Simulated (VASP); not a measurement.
Wanted: the native input for a VASP 6.6.1 run.

| Item | Value |
| --- | --- |
| Task | single point |
| Functional | r2SCAN |
| Potentials or basis | VASP PAW PBE potentials, release 64 (Te, Mo_sv) |
| Cutoff | 520 eV |
| k mesh | 12 × 12 × 2 |
| Occupations | gaussian, width 0.05 eV |
| Spin | no spin polarisation |
| Dipole correction | no |
| Further INCAR settings | ALGO = Normal; EDIFF = 1e-06; NBANDS = 35 |

Crystal: Te2Mo.

```
CELL_PARAMETERS angstrom
3.56355 0.00000 0.00000
-1.78177 3.08612 0.00000
0.00000 0.00000 13.98991
ATOMIC_POSITIONS crystal
Te 0.33333 0.66667 0.62848
Te 0.66667 0.33333 0.12848
Te 0.33333 0.66667 0.87152
Te 0.66667 0.33333 0.37152
Mo 0.33333 0.66667 0.25000
Mo 0.66667 0.33333 0.75000
```

This cell differs from its parent crystal: strain +0.000 along x and y, -0.050 along z.

One way to write it, as run:

POSCAR

```
Te2Mo
1.0
    3.5635452172      0.0000000000      0.0000000000
   -1.7817726086      3.0861206856      0.0000000000
    0.0000000000      0.0000000000     13.9899100005
Te Mo
4 2
Direct
    0.3333333333      0.6666666667      0.6284839550
    0.6666666667      0.3333333333      0.1284839550
    0.3333333333      0.6666666667      0.8715160450
    0.6666666667      0.3333333333      0.3715160450
    0.3333333333      0.6666666667      0.2500000000
    0.6666666667      0.3333333333      0.7500000000
```

INCAR.step1

```
ALGO = Normal ; EDIFF = 1E-4
ENCUT = 520 ; GGA = PE
ISMEAR = 0 ; LASPH = True
LCHARG = False ; LREAL = False
LWAVE = True ; NBANDS = 35
NELM = 60 ; PREC = Accurate
SIGMA = 0.05
```

INCAR.step2

```
ALGO = Normal ; EDIFF = 1E-6
ENCUT = 520 ; ISIF = 2
ISMEAR = 0 ; ISTART = 1
LASPH = True ; LCHARG = True
LELF = True ; LMIXTAU = True
LREAL = False ; LVHAR = True
LWAVE = False ; METAGGA = R2SCAN
NBANDS = 35 ; NELM = 60
PREC = Accurate ; SIGMA = 0.05
```

KPOINTS

```
k-points
0
Gamma
  12 12 2
```

Potentials or basis: VASP PAW PBE potentials, release 64 (Te, Mo_sv).

Command:

```bash
$ cat potpaw_PBE.64/Te/POTCAR potpaw_PBE.64/Mo_sv/POTCAR > POTCAR
$ cp INCAR.step1 INCAR
$ mpirun -np 1 vasp_std > vasp.out
$ cp INCAR.step2 INCAR
$ mpirun -np 1 vasp_std > vasp.out
```

Results of the run:

```yaml
Pressure: 6.3 GPa
Largest_force: 1.413 eV/Å
Band_gap_on_the_k_mesh: 0.49 eV (least direct gap 0.94 eV)
```

Caveat: the cell differs from its parent crystal (strain +0.000 along x and y, -0.050 along z); the stress differs along the axes, from 4 to 11 GPa; semilocal functionals underestimate gaps, and a narrow one can read as zero; the PAW data sets were made with another functional, which shifts forces and pressure a little; spin-orbit coupling is left out, which moves the levels of the heavy elements.

Wall time 6 min on 1 thread of Intel(R) Xeon(R) 6975P-C (Granite Rapids) (shared host), peak memory 0.4 GiB.
